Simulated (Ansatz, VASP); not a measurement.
**Mg2ZnS3: VASP beside Ansatz**

```
CELL_PARAMETERS angstrom
3.57308 0.00000 0.00000
0.00000 3.57308 0.00000
0.00000 0.00000 10.55297
ATOMIC_POSITIONS crystal
Mg 0.00000 0.00000 0.78149
Mg 0.00000 0.00000 0.21851
Zn 0.50000 0.50000 0.50000
S 0.00000 0.00000 0.00000
S 0.50000 0.50000 0.29210
S 0.50000 0.50000 0.70790
```

Alike in both runs: task relaxation of cell and atoms; functional PBE; k mesh 10 × 10 × 4; occupations gaussian, width 0.1 eV; no spin polarisation.

|  | VASP | Ansatz |
| --- | --- | --- |
| version | VASP 6.6.1 | Ansatz 0.2.0 |
| potentials or method | VASP PAW PBE potentials, release 64 (Mg, Zn, S), cutoff 600 eV | scalar-relativistic, plane waves, PAW |
| valence electrons in the cell | 34 | 50 |

VASP gave:

| Quantity | Value |
| --- | --- |
| gap on the k mesh at the Fermi level, each at its own relaxed structure (eV) | none |
| relaxed volume (Å³/atom) | 22.38 |
| relaxed length of the cell vector where the two differ most in proportion (Å) | 3.566 |

Q: Estimate Ansatz's values.

A: gap on the k mesh at the Fermi level, each at its own relaxed structure (eV): none; relaxed volume (Å³/atom): 22.47; relaxed length of the cell vector where the two differ most in proportion (Å): 3.572.

A gap of «none» marks a metal or a gap that the smearing closes. VASP's potentials hold 34 valence electrons a cell and Ansatz's 50, so a difference there can come from the potentials and not from the codes.
